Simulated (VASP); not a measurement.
# Li (P6_3/mmc) in VASP: further runs

Li is run at these levels: PBEsol; tasks: single point.

Program: VASP 6.6.1. These are calculated values, not measurements. Logs are shortened: lines on timing, memory, paths and dates and some standing lists are left out, and cuts for length are marked.

## (1) The cell of the first run

Symmetry: P6_3/mmc, No. 194, hexagonal system. The conventional cell has a = 2.591 Å, b = 2.591 Å, c = 4.270 Å, α = 90.00°, β = 90.00°, γ = 120.00°. Li (site symmetry -6m2) has 12 Li at 2.59 to 2.61 Å within 3.4 Å.

This isn't the form of Li at room conditions, which is bcc.

## (2) Single point, PBEsol

Input file INCAR:

```
PREC = Accurate ; ENCUT = 520
EDIFF = 1E-7 ; ISMEAR = -1
SIGMA = 0.1 ; LREAL = False
LASPH = True ; NELM = 60
ALGO = Normal ; ISIF = 2
LWAVE = False ; LCHARG = True
GGA = PS ; LELF = True
LVHAR = True ; NBANDS = 10
```

Input file KPOINTS:

```
regular mesh
0
Gamma
  18 18 10
```

Input file POSCAR:

```
Li
1.0
    2.5906312246      0.0000000000      0.0000000000
   -1.2953156123      2.2435524524      0.0000000000
    0.0000000000      0.0000000000      4.2702389820
Li
2
Direct
    0.3333333333      0.6666666667      0.2500000000
    0.6666666667      0.3333333333      0.7500000000
```

Potentials or basis: VASP PAW PBE potentials, release 64 (Li_sv).

Command:

```console
$ cat potpaw_PBE.64/Li_sv/POTCAR > POTCAR
$ mpirun -np 1 vasp_std > vasp.out
```

OUTCAR:

```text
PREC = Accurate
   ENCUT = 520
   EDIFF = 1E-7
   ISMEAR = -1
   LREAL = False
   LASPH = True
   NELM = 60
   ISIF = 2
   GGA = PS

 ion  position               nearest neighbor table
   1  0.333  0.667  0.250-
   2  0.667  0.333  0.750-

  LATTYP: Found a hexagonal cell.
 ALAT       =     2.5906312246
 C/A-ratio  =     1.6483391930

  Lattice vectors:

 A1 = (   2.5906312246,   0.0000000000,   0.0000000000)
 A2 = (  -1.2953156123,   2.2435524524,   0.0000000000)
 A3 = (   0.0000000000,   0.0000000000,   4.2702389820)

Analysis of symmetry for initial positions (statically):
=====================================================================
 Subroutine PRICEL returns:
 Original cell was already a primitive cell.

 Routine SETGRP: Setting up the symmetry group for a
 hexagonal supercell.

 Subroutine GETGRP returns: Found 24 space group operations
 (whereof 12 operations were pure point group operations)
 out of a pool of 24 trial point group operations.

The static configuration has the point symmetry D_3d.
 The point group associated with its full space group is D_6h.

Analysis of symmetry for dynamics (positions and initial velocities):
=====================================================================
 Subroutine PRICEL returns:
 Original cell was already a primitive cell.

 Routine SETGRP: Setting up the symmetry group for a
 hexagonal supercell.

 Subroutine GETGRP returns: Found 24 space group operations
 (whereof 12 operations were pure point group operations)
 out of a pool of 24 trial point group operations.

The dynamic configuration has the point symmetry D_3d.
 The point group associated with its full space group is D_6h.

 Subroutine INISYM returns: Found 24 space group operations
 (whereof 12 operations are pure point group operations),
 and found     1 'primitive' translations

----------------------------------------------------------------------------------------

                                     Primitive cell

  volume of cell :      24.8196

  direct lattice vectors                    reciprocal lattice vectors
     2.590631225  0.000000000  0.000000000     0.386006310  0.222860847  0.000000000
    -1.295315612  2.243552452  0.000000000     0.000000000  0.445721694  0.000000000
     0.000000000  0.000000000  4.270238982     0.000000000  0.000000000  0.234178931

  length of vectors
     2.590631225  2.590631225  4.270238982     0.445721694  0.445721694  0.234178931

  position of ions in fractional coordinates (direct lattice)
     0.333333333  0.666666667  0.250000000
     0.666666667  0.333333333  0.750000000

  ion indices of the primitive-cell ions
   primitive index   ion index
                 1           1
                 2           2

----------------------------------------------------------------------------------------

 KPOINTS: regular mesh

Automatic generation of k-mesh.
 Grid dimensions read from file:
 generate k-points for:   18   18   10

 Generating k-lattice:

  Cartesian coordinates                     Fractional coordinates (reciprocal lattice)
     0.021444795  0.012381158  0.000000000     0.055555556  0.000000000  0.000000000
     0.000000000  0.024762316  0.000000000     0.000000000  0.055555556  0.000000000
     0.000000000  0.000000000  0.023417893     0.000000000  0.000000000  0.100000000

  Length of vectors
     0.024762316  0.024762316  0.023417893

  Shift w.r.t. Gamma in fractional coordinates (k-lattice)
     0.000000000  0.000000000  0.000000000

 Subroutine IBZKPT returns following result:
 ===========================================

 Found    222 irreducible k-points:

 Following reciprocal coordinates:
            Coordinates               Weight
  0.000000  0.000000  0.000000      1.000000
  0.055556 -0.000000  0.000000      6.000000
  0.111111 -0.000000  0.000000      6.000000
  0.166667  0.000000  0.000000      6.000000
  0.222222  0.000000  0.000000      6.000000
  0.277778  0.000000  0.000000      6.000000
[... 16 lines left out ...]
  0.333333  0.111111  0.000000     12.000000
[... 46 lines left out ...]
      1     -42.9270      2.00000
      2     -42.8138      2.00000
      3      -1.7218      2.00000
      4       1.9445      1.94865
      5       7.2253      0.00000
      6      19.8654      0.00000
      7      19.8654      0.00000
      8      21.7202      0.00000
      9      21.7202      0.00000
     10      22.3667      0.00000

 k-point     2 :       0.0556   -0.0000    0.0000
  band No.  band energies     occupation
      1     -42.9239      2.00000
      2     -42.8124      2.00000
      3      -1.6680      2.00000
      4       2.0352      1.87742
      5       7.2142      0.00000
      6      19.0718      0.00000
      7      19.2418      0.00000
      8      21.7563      0.00000
      9      22.1729      0.00000
     10      22.3164      0.00000

 k-point     3 :       0.1111   -0.0000    0.0000
  band No.  band energies     occupation
      1     -42.9147      2.00000
      2     -42.8078      2.00000
      3      -1.5050      2.00000
      4       2.3075      1.00308
      5       7.1840      0.00000
      6      17.3715      0.00000
      7      18.1836      0.00000
      8      21.8742      0.00000
      9      22.0422      0.00000
     10      22.5362      0.00000

 k-point     4 :       0.1667    0.0000    0.0000
  band No.  band energies     occupation
      1     -42.9003      2.00000
      2     -42.8012      2.00000
      3      -1.2312      2.00000
      4       2.7609      0.02138
      5       7.1212      0.00000
      6      15.5053      0.00000
      7      17.1504      0.00000
      8      21.0916      0.00000
      9      21.3736      0.00000
     10      22.0993      0.00000
[... 222 lines left out ...]
 k-point    22 :       0.2778    0.1111    0.0000
  band No.  band energies     occupation
      1     -42.8379      2.00000
      2     -42.7783      2.00000
      3       0.4466      2.00000
      4       5.4656      0.00000
      5       6.3641      0.00000
      6      10.6600      0.00000
      7      13.3263      0.00000
      8      15.1991      0.00000
      9      18.0091      0.00000
     10      20.1297      0.00000

 k-point    23 :       0.3333    0.1111    0.0000
  band No.  band energies     occupation
      1     -42.8215      2.00000
      2     -42.7751      2.00000
      3       1.1599      1.99998
      4       5.6061      0.00000
      5       6.6204      0.00000
      6      10.2805      0.00000
      7      12.4802      0.00000
      8      13.2252      0.00000
      9      17.2682      0.00000
     10      19.8463      0.00000

 k-point    24 :       0.3889    0.1111    0.0000
  band No.  band energies     occupation
      1     -42.8097      2.00000
      2     -42.7743      2.00000
      3       1.8972      1.96770
      4       4.7333      0.00000
      5       7.9072      0.00000
      6      10.3562      0.00000
      7      11.4338      0.00000
      8      11.7518      0.00000
      9      16.8282      0.00000
     10      19.6240      0.00000

 [... further k-points ...]

------------------------ aborting loop because EDIFF is reached ----------------------------------------

  FORCE on cell =-STRESS in cart. coord.  units (eV):
  Direction    XX          YY          ZZ          XY          YZ          ZX
  --------------------------------------------------------------------------------------
  -------------------------------------------------------------------------------------
  Total        2.2965495      2.2965495      2.3052074      0.0000000      0.0000000      0.0000000
  in kB      148.2492110    148.2492110    148.8081070      0.0000000      0.0000000      0.0000000
  external PRESSURE =     148.4355097 kB  Pullay stress =       0.0000000 kB

 VOLUME and BASIS-vectors are now :
 -----------------------------------------------------------------------------
  energy-cutoff  :      520.00
  volume of cell :       24.82
      direct lattice vectors                 reciprocal lattice vectors
     2.590631225  0.000000000  0.000000000     0.386006310  0.222860847  0.000000000
    -1.295315612  2.243552452  0.000000000     0.000000000  0.445721694  0.000000000
     0.000000000  0.000000000  4.270238982     0.000000000  0.000000000  0.234178931

 POSITION                                       TOTAL-FORCE (eV/Angst)
 -----------------------------------------------------------------------------------
     -0.00000      1.49570      1.06756        -0.000000      0.000000      0.000000
      1.29532      0.74785      3.20268         0.000000      0.000000      0.000000
 -----------------------------------------------------------------------------------
    total drift:                               -0.000000      0.000000      0.000000

  FREE ENERGIE OF THE ION-ELECTRON SYSTEM (eV)
  ---------------------------------------------------
  free  energy   TOTEN  =        -3.4323661280 eV

  energy  without entropy=       -3.4059709461  energy(sigma->0) =       -3.41916854
```

It took 60 s on 1 thread of Intel Xeon 8259CL, shared host; peak memory 0.16 GiB.

Results:

| Quantity | Value |
| --- | --- |
| Free energy | -3.4324 eV |
| Band gap on the k mesh | zero (bands 3 and 4 overlap by 5.66 eV) |

Levels at points of the mesh, in eV from the Fermi level:
| k point | band 1 | band 2 | band 3 | band 4 | band 5 | band 6 | band 7 | band 8 |
| --- | --- | --- | --- | --- | --- | --- | --- | --- |
| (0.00, 0.00, 0.00) | -45.24 | -45.12 | -4.03 | -0.36 | 4.92 | 17.56 | 17.56 | 19.41 |
| (0.50, 0.00, 0.00) | -45.12 | -45.08 | -0.24 | 1.75 | 6.30 | 7.73 | 9.23 | 11.18 |
| (0.00, 0.00, 0.50) | -45.18 | -45.18 | -2.82 | -2.82 | 11.07 | 11.07 | 18.84 | 18.84 |
| (0.50, 0.00, 0.50) | -45.10 | -45.10 | 0.72 | 0.72 | 5.49 | 5.49 | 13.69 | 13.69 |

Caveat: the cutoff is under 1.25 times the usual one of these potentials, so pressure, stress and relaxed cells hold a basis-set (Pulay) error; the PAW data sets were made with another functional, which shifts forces and pressure a little.

## (3) Single point, PBEsol

This run uses another cell than the first one, of 13.75 Å³/atom.

Input file INCAR:

```
SYSTEM = Li
PREC     = Accurate       ! precision mode
ENCUT    = 520            ! plane-wave cutoff, eV
EDIFF    = 1E-7           ! SCF threshold, eV
ISMEAR   = -1             ! smearing method
SIGMA    = 0.1            ! smearing width, eV
LREAL    = .FALSE.        ! projectors in reciprocal space
LASPH    = .TRUE.         ! aspherical terms in the spheres
NELM     = 80             ! most SCF steps
ALGO     = Normal         ! electronic algorithm
ISIF     = 2              ! what is computed and relaxed
LWAVE    = .FALSE.        ! write WAVECAR
LCHARG   = .FALSE.        ! write CHGCAR
GGA      = PS             ! functional
NBANDS   = 10             ! bands
```

Input file KPOINTS:

```
regular mesh
0
G
  18 18 10
  0 0 0
```

Input file POSCAR:

```
Li
1.0
    2.6817851676      0.0000000000      0.0000000000
   -1.3408925838      2.3224940826      0.0000000000
    0.0000000000      0.0000000000      4.4136850360
Li
2
Direct
    0.3333333333      0.6666666667      0.2500000000
    0.6666666667      0.3333333333      0.7500000000
```

Potentials or basis: VASP PAW PBE potentials, release 64 (Li_sv).

Command:

```console
$ cat potpaw_PBE.64/Li_sv/POTCAR > POTCAR
$ mpirun -np 1 vasp_std > vasp.out
```

It took 65 s on 1 thread of Intel Xeon 8259CL, shared host; peak memory 0.16 GiB.

The run converged. Its results:

| Item | Value |
| --- | --- |
| Free energy | -3.6404 eV |
| Band gap on the k mesh | zero (bands 3 and 4 overlap by 5.46 eV) |

Levels at points of the mesh, in eV from the Fermi level:
```csv
k point,band 1,band 2,band 3,band 4,band 5,band 6,band 7
"(0.00, 0.00, 0.00)",-45.34,-45.26,-3.97,-0.28,4.42,16.38,16.38
"(0.50, 0.00, 0.00)",-45.26,-45.23,-0.20,1.58,5.93,7.29,8.51
"(0.00, 0.00, 0.50)",-45.30,-45.30,-2.76,-2.76,10.33,10.33,17.58
"(0.50, 0.00, 0.50)",-45.25,-45.25,0.71,0.71,5.01,5.01,12.79
```

Caveat: the cutoff is under 1.25 times the usual one of these potentials, so pressure, stress and relaxed cells hold a basis-set (Pulay) error; the PAW data sets were made with another functional, which shifts forces and pressure a little.

## (4) Single point, PBEsol

This run uses another cell than the first one, of 14.86 Å³/atom.

Input file INCAR:

```
PREC     = Accurate       # precision mode
ENCUT    = 520            # plane-wave cutoff, eV
EDIFF    = 1E-6           # SCF threshold, eV
ISMEAR   = -1             # smearing method
SIGMA    = 0.1            # smearing width, eV
LREAL    = F              # projectors in reciprocal space
LASPH    = T              # aspherical terms in the spheres
NELM     = 80             # most SCF steps
ALGO     = Normal         # electronic algorithm
ISIF     = 2              # what is computed and relaxed
LWAVE    = F              # write WAVECAR
LCHARG   = F              # write CHGCAR
GGA      = PS             # functional
NBANDS   = 10             # bands
```

Input file KPOINTS:

```
Automatic mesh
0
Gamma
  18 18 10
```

Input file POSCAR:

```
Li
1.0
    2.7541125480      0.0000000000      0.0000000000
   -1.3770562740      2.3851314315      0.0000000000
    0.0000000000      0.0000000000      4.5249277861
Li
2
Direct
    0.3333333333      0.6666666667      0.2500000000
    0.6666666667      0.3333333333      0.7500000000
```

Command:

```console
$ cat potpaw_PBE.64/Li_sv/POTCAR > POTCAR
$ mpirun -np 1 vasp_std > vasp.out
```

It took 57 s on 1 thread of Intel Xeon 8259CL, shared host; peak memory 0.17 GiB.

The run converged. Its results:

| Item | Value |
| --- | --- |
| Free energy | -3.7593 eV |
| Band gap on the k mesh | zero (bands 3 and 4 overlap by 5.29 eV) |

Levels at points of the mesh, in eV from the Fermi level:
```tsv
k point	band 1	band 2	band 3	band 4	band 5	band 6
(0.00, 0.00, 0.00)	-45.44	-45.37	-3.90	-0.21	4.07	15.51
(0.50, 0.00, 0.00)	-45.37	-45.35	-0.18	1.46	5.66	6.97
(0.00, 0.00, 0.50)	-45.41	-45.41	-2.70	-2.70	9.81	9.81
(0.50, 0.00, 0.50)	-45.36	-45.36	0.71	0.71	4.67	4.67
```

Caveat: the cutoff is under 1.25 times the usual one of these potentials, so pressure, stress and relaxed cells hold a basis-set (Pulay) error; the PAW data sets were made with another functional, which shifts forces and pressure a little.

## (5) Single point, PBEsol

This run uses another cell than the first one, of 16.44 Å³/atom.

Input file INCAR:

```
SYSTEM = Li
ALGO = Normal
EDIFF = 1E-6
ENCUT = 520
GGA = PS
ISIF = 2
ISMEAR = -1
LASPH = .TRUE.
LCHARG = .FALSE.
LREAL = .FALSE.
LWAVE = .FALSE.
NBANDS = 10
NELM = 100
PREC = Accurate
SIGMA = 0.1
```

Input file KPOINTS:

```
k-points
0
G
  18 18 10
  0 0 0
```

Input file POSCAR:

```
Li
1.0
    2.8488821495      0.0000000000      0.0000000000
   -1.4244410748      2.4672043139      0.0000000000
    0.0000000000      0.0000000000      4.6769133694
Li
2
Direct
    0.3333333333      0.6666666667      0.2500000000
    0.6666666667      0.3333333333      0.7500000000
```

Command:

```console
$ cat potpaw_PBE.64/Li_sv/POTCAR > POTCAR
$ mpirun -np 1 vasp_std > vasp.out
```

It took 63 s on 1 thread of Intel Xeon 8259CL, shared host; peak memory 0.18 GiB.

Results (log left out):

| Property | Result |
| --- | --- |
| Free energy | -3.8669 eV |
| Band gap on the k mesh | zero (bands 3 and 4 overlap by 5.07 eV) |

Levels at points of the mesh, in eV from the Fermi level:
| k point | band 1 | band 2 | band 3 | band 4 | band 5 | band 6 |
| --- | --- | --- | --- | --- | --- | --- |
| (0.00, 0.00, 0.00) | -45.57 | -45.53 | -3.80 | -0.15 | 3.65 | 14.47 |
| (0.50, 0.00, 0.00) | -45.53 | -45.52 | -0.14 | 1.32 | 5.32 | 6.58 |
| (0.00, 0.00, 0.50) | -45.55 | -45.55 | -2.63 | -2.63 | 9.16 | 9.16 |
| (0.50, 0.00, 0.50) | -45.52 | -45.52 | 0.70 | 0.70 | 4.26 | 4.26 |

Caveat: the cutoff is under 1.25 times the usual one of these potentials, so pressure, stress and relaxed cells hold a basis-set (Pulay) error; the PAW data sets were made with another functional, which shifts forces and pressure a little.

## (6) Single point, PBEsol

This run uses another cell than the first one, of 17.94 Å³/atom.

Input file INCAR:

```
PREC = Accurate
ENCUT = 520
EDIFF = 1E-7
ISMEAR = -1
SIGMA = 0.1
LREAL = F
LASPH = T
NELM = 80
ALGO = Normal
ISIF = 2
LWAVE = F
LCHARG = T
GGA = PS
LELF = T
LVHAR = T
NBANDS = 10
```

Input file KPOINTS:

```
regular mesh
0
Gamma
  18 18 10
```

Input file POSCAR:

```
Li
1.0
    2.9335876975      0.0000000000      0.0000000000
   -1.4667938488      2.5405614703      0.0000000000
    0.0000000000      0.0000000000      4.8128894819
Li
2
Direct
    0.3333333333      0.6666666667      0.2500000000
    0.6666666667      0.3333333333      0.7500000000
```

Potentials or basis: VASP PAW PBE potentials, release 64 (Li_sv).

Command:

```console
$ cat potpaw_PBE.64/Li_sv/POTCAR > POTCAR
$ mpirun -np 1 vasp_std > vasp.out
```

Wall time 72 s (1 thread of Intel Xeon 8259CL, shared host); peak memory 0.19 GiB.

Results (log left out):

| Item | Value |
| --- | --- |
| Free energy | -3.9230 eV |
| Band gap on the k mesh | zero (bands 3 and 4 overlap by 4.89 eV) |

Levels at points of the mesh, in eV from the Fermi level:
```csv
k point,band 1,band 2,band 3,band 4,band 5,band 6
"(0.00, 0.00, 0.00)",-45.71,-45.68,-3.70,-0.10,3.32,13.63
"(0.50, 0.00, 0.00)",-45.68,-45.67,-0.11,1.20,5.05,6.25
"(0.00, 0.00, 0.50)",-45.69,-45.69,-2.55,-2.55,8.62,8.62
"(0.50, 0.00, 0.50)",-45.67,-45.67,0.70,0.70,3.93,3.93
```

Caveat: the cutoff is under 1.25 times the usual one of these potentials, so pressure, stress and relaxed cells hold a basis-set (Pulay) error; the PAW data sets were made with another functional, which shifts forces and pressure a little.

## (7) The runs side by side

```csv
cell,gap on the mesh (eV)
"a = 2.591, b = 2.591, c = 4.270 Å, angles 90.0, 90.0, 120.0°, 2 atoms",none
"a = 2.682, b = 2.682, c = 4.414 Å, angles 90.0, 90.0, 120.0°, 2 atoms",none
"a = 2.754, b = 2.754, c = 4.525 Å, angles 90.0, 90.0, 120.0°, 2 atoms",none
"a = 2.849, b = 2.849, c = 4.677 Å, angles 90.0, 90.0, 120.0°, 2 atoms",none
"a = 2.934, b = 2.934, c = 4.813 Å, angles 90.0, 90.0, 120.0°, 2 atoms",none
```

Alike in all rows: task single point; level PBEsol; potentials or basis VASP PAW PBE potentials, release 64 (Li_sv); no spin polarisation; k mesh 18 × 18 × 10; cutoff (eV) 520; smearing fermi-dirac 0.1 eV.

Caveats: the cutoff is under 1.25 times the usual one of these potentials, so pressure, stress and relaxed cells hold a basis-set (Pulay) error; the PAW data sets were made with another functional, which shifts forces and pressure a little.

Absolute energies hang on the potentials; compare differences alone.
